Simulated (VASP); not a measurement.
A run of VASP 6.6.1:

File INCAR:

```
PREC = Accurate
ENCUT = 520
EDIFF = 1E-6
ISMEAR = 0
SIGMA = 0.2
LREAL = False
LASPH = True
NELM = 100
ALGO = Normal
ISIF = 2
LWAVE = False
LCHARG = True
GGA = PE
LELF = True
LVHAR = True
NBANDS = 52
```

File KPOINTS:

```
regular mesh
0
Gamma
  6 6 1
```

File POSCAR:

```
La2O
1.0
    3.8389391694      0.0012594337     -0.0020330873
   -1.9183908948      3.3220977483     -0.0026913049
   -0.0117991466     -0.0234658229     18.9281176062
La O
6 3
Direct
    0.3352000740      0.6686160336      0.0792337590
    0.6705098998      0.3375941044      0.2518983910
    0.6674128789      0.3337275831      0.9207602186
    0.3321879624      0.6651351242      0.7480758656
    0.3286170822      0.6623280849      0.4247940133
    0.6622655106      0.3292192466      0.5753033061
    0.6692189545      0.3359218793      0.1297710177
    0.3332780307      0.6663114448      0.8701761702
    1.0013096070      1.0011464992     -0.0000127414
```

Potentials or basis: VASP PAW PBE potentials, release 64 (La, O).

Command:

```sh
$ cat potpaw_PBE.64/La/POTCAR potpaw_PBE.64/O/POTCAR > POTCAR
$ mpirun -np 1 vasp_std > vasp.out
```

Hardware: 1 thread of Intel(R) Xeon(R) 6975P-C (Granite Rapids) (shared host).

**Question.** Estimate the wall time of this run.

**Answer.** Run time: 5.4 min on 1 thread of Intel(R) Xeon(R) 6975P-C (Granite Rapids) (shared host), peak memory 0.47 GiB. Counts: scf iterations 20, k points 20.
